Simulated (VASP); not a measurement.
# Al2Cu (P4/mmm) in VASP: notebook, part 2 of 2

VASP 6.6.1.

## Step 5: Single point, LDA (volume scaled by 1.04)

INCAR reads:

```
  ALGO = Normal
  EDIFF = 1E-6
  ENCUT = 520
  ISIF = 2
  ISMEAR = -1
  LASPH = True
  LCHARG = True
  LELF = True
  LREAL = False
  LVHAR = True
  LWAVE = False
  NBANDS = 16
  NELM = 100
  PREC = Accurate
  SIGMA = 0.05
```

KPOINTS reads:

```
k-points
0
Gamma
  7 7 9
```

POSCAR reads:

```
Al2Cu
1.0
    4.1592037477      0.0000000000      0.0000000000
    0.0000000000      4.1592037477      0.0000000000
    0.0000000000      0.0000000000      2.9293609553
Cu Al
1 2
Direct
    0.0000000000      0.0000000000      0.0000000000
    0.0000000000      0.5000000000      0.5000000000
    0.5000000000      0.0000000000      0.5000000000
```

Potentials or basis: VASP PAW LDA potentials, release 64 (Cu, Al).

Command:

```sh
$ cat potpaw_LDA.64/Cu/POTCAR potpaw_LDA.64/Al/POTCAR > POTCAR
$ mpirun -np 1 vasp_std > vasp.out
```

OUTCAR:

```text
EDIFF = 1E-6
   ENCUT = 520
   ISIF = 2
   ISMEAR = -1
   LASPH = True
   LREAL = False
   NELM = 100
   PREC = Accurate

 ion  position               nearest neighbor table
   1  0.000  0.000  0.000-   2 2.54   3 2.54   2 2.54   3 2.54   2 2.54   2 2.54   3 2.54   3 2.54

   2  0.000  0.500  0.500-   1 2.54   1 2.54   1 2.54   1 2.54   3 2.94   3 2.94   3 2.94   3 2.94

   3  0.500  0.000  0.500-   1 2.54   1 2.54   1 2.54   1 2.54   2 2.94   2 2.94   2 2.94   2 2.94

  LATTYP: Found a simple tetragonal cell.
 ALAT       =     4.1592037477
 C/A-ratio  =     0.7043081159

  Lattice vectors:

 A1 = (   4.1592037477,   0.0000000000,   0.0000000000)
 A2 = (   0.0000000000,   4.1592037477,   0.0000000000)
 A3 = (   0.0000000000,   0.0000000000,   2.9293609553)

Analysis of symmetry for initial positions (statically):
=====================================================================
 Subroutine PRICEL returns:
 Original cell was already a primitive cell.

 Routine SETGRP: Setting up the symmetry group for a
 simple tetragonal supercell.

 Subroutine GETGRP returns: Found 16 space group operations
 (whereof 16 operations were pure point group operations)
 out of a pool of 16 trial point group operations.

The static configuration has the point symmetry D_4h.

Analysis of symmetry for dynamics (positions and initial velocities):
=====================================================================
 Subroutine PRICEL returns:
 Original cell was already a primitive cell.

 Routine SETGRP: Setting up the symmetry group for a
 simple tetragonal supercell.

 Subroutine GETGRP returns: Found 16 space group operations
 (whereof 16 operations were pure point group operations)
 out of a pool of 16 trial point group operations.

The dynamic configuration has the point symmetry D_4h.

 Subroutine INISYM returns: Found 16 space group operations
 (whereof 16 operations are pure point group operations),
 and found     1 'primitive' translations

[... 111 lines left out ...]
   ISMEAR =    -1;   SIGMA  =   0.05  broadening in eV -4-tet -1-fermi 0-gaus
   EFERMI_NEDOS =   21; number of points for ismear=-14 and -15
   IALGO  =     38    algorithm
   IMIX   =      4    mixing-type and parameters
     AMIX     =   0.40;   BMIX     =  1.00
     AMIX_MAG =   1.60;   BMIX_MAG =  1.00
  volume/ion in A,a.u.               =      16.89       113.99
  Fermi-wavevector in a.u.,A,eV,Ry     =   1.137523  2.149606 17.605364  1.293958
  Thomas-Fermi vector in A             =   2.274228
   LORBIT       =      0    0 simple, 1 ext, 2 COOP (PROOUT), +10 PAW based schemes
   GGA     = CA    functional components
   LHFCALC =     F    Hartree Fock is set to
   AEXX    =    0.0000 exact exchange contribution
   IVDW    =     0    specifies the selected vdW correction
   LEPSILON=     F    determine dielectric tensor
   LRPA    =     F    only Hartree local field effects (RPA)
 non-spin polarized calculation
  energy-cutoff  :      520.00
  volume of cell :       50.67
 maximum number of plane-waves:      1380
 NGX is ok and might be reduce to    32
   NGX = 15   NGY = 15   NGZ = 11

 number of electron      17.0000003 magnetization

 Free energy of the ion-electron system (eV)
  ---------------------------------------------------
  ext. energy  EPLUGINS =         0.00000000
  ---------------------------------------------------
  free energy    TOTEN  =       -13.10869567 eV

  energy without entropy =      -13.09595422  energy(sigma->0) =      -13.10232495

 E-fermi :   6.5449     XC(G=0): -10.4219

 val. band max:        6.5047283354   @ k =   0.4286   0.1429   0.0000
 cond. band min:       6.5782203278   @ k =   0.4286   0.2857   0.4444
 fundamental gap:      0.0734919924
 Fermi energy:         6.5449101560

 k-point     1 :       0.0000    0.0000    0.0000
  band No.  band energies     occupation
      1      -3.6939      2.00000
      2       1.2645      2.00000
      3       1.8164      2.00000
      4       2.4183      2.00000
      5       2.5822      2.00000
      6       2.5822      2.00000
[... 433 lines left out ...]
      3       1.9665      2.00000
      4       2.1445      2.00000
      5       2.3504      2.00000
      6       2.3656      2.00000
[... 8 lines left out ...]
     15      16.3142      0.00000
     16      16.9420      0.00000

 [... further k-points ...]
[... 5 lines left out ...]
  --------------------------------------------------------------------------------------
  -------------------------------------------------------------------------------------
  Total       -2.3071892     -2.3071892     -2.6638844      0.0000000      0.0000000      0.0000000
  in kB      -72.9458384    -72.9458384    -84.2233833      0.0000000      0.0000000      0.0000000
  external PRESSURE =     -76.7050200 kB  Pullay stress =       0.0000000 kB

 VOLUME and BASIS-vectors are now :
 -----------------------------------------------------------------------------
  energy-cutoff  :      520.00
  volume of cell :       50.67
      direct lattice vectors                 reciprocal lattice vectors
     4.159203748  0.000000000  0.000000000     0.240430635  0.000000000  0.000000000
     0.000000000  4.159203748  0.000000000     0.000000000  0.240430635  0.000000000
     0.000000000  0.000000000  2.929360955     0.000000000  0.000000000  0.341371383

 POSITION                                       TOTAL-FORCE (eV/Angst)
 -----------------------------------------------------------------------------------
      0.00000      0.00000      0.00000         0.000000      0.000000      0.000000
      0.00000      2.07960      1.46468         0.000000      0.000000      0.000000
      2.07960      0.00000      1.46468         0.000000      0.000000      0.000000
 -----------------------------------------------------------------------------------
    total drift:                               -0.000000     -0.000000      0.000000

  FREE ENERGIE OF THE ION-ELECTRON SYSTEM (eV)
  ---------------------------------------------------
  free  energy   TOTEN  =       -13.1086956734 eV

  energy  without entropy=      -13.0959542202  energy(sigma->0) =      -13.10232495
```

stdout:

```text
POSCAR found type information on POSCAR CuAl
 POSCAR found :  2 types and       3 ions
 scaLAPACK will be used
 LDA part: xc-table for (Slater(with rela. corr.)+CA(PZ))
 , standard interpolation
 POSCAR, INCAR and KPOINTS ok, starting setup
 FFT: planning ... GRIDC
 FFT: planning ... GRID_SOFT
 FFT: planning ... GRID
 WAVECAR not read
 entering main loop
```

Run time: 25 s. Hardware: 1 thread of Intel Xeon 6975P-C (Granite Rapids), shared host; peak memory 0.16 GiB.

Results:

```
Free energy : -13.1087 eV
Pressure    : -7.7 GPa
```

Stress tensor (GPa, compression positive):
```
-7.29  0.00  0.00
 0.00 -7.29  0.00
 0.00  0.00 -8.42
```

## Step 6: Overview

| cell | gap on the mesh (eV) | pressure (GPa) |
| --- | --- | --- |
| a = 4.078, b = 4.078, c = 2.872 Å, 3 atoms | none | -3.2 |
| a = 4.105, b = 4.105, c = 2.891 Å, 3 atoms | none | -4.9 |
| a = 4.132, b = 4.132, c = 2.910 Å, 3 atoms | none | -6.3 |
| a = 4.159, b = 4.159, c = 2.929 Å, 3 atoms | none | -7.7 |

Alike in all rows: task single point; level LDA; potentials or basis VASP PAW LDA potentials, release 64 (Cu, Al); no spin polarisation; k mesh 7 × 7 × 9; cutoff (eV) 520; smearing fermi-dirac 0.05 eV.

Total energies depend on the potentials used, so only differences within one code and one set of settings carry meaning.
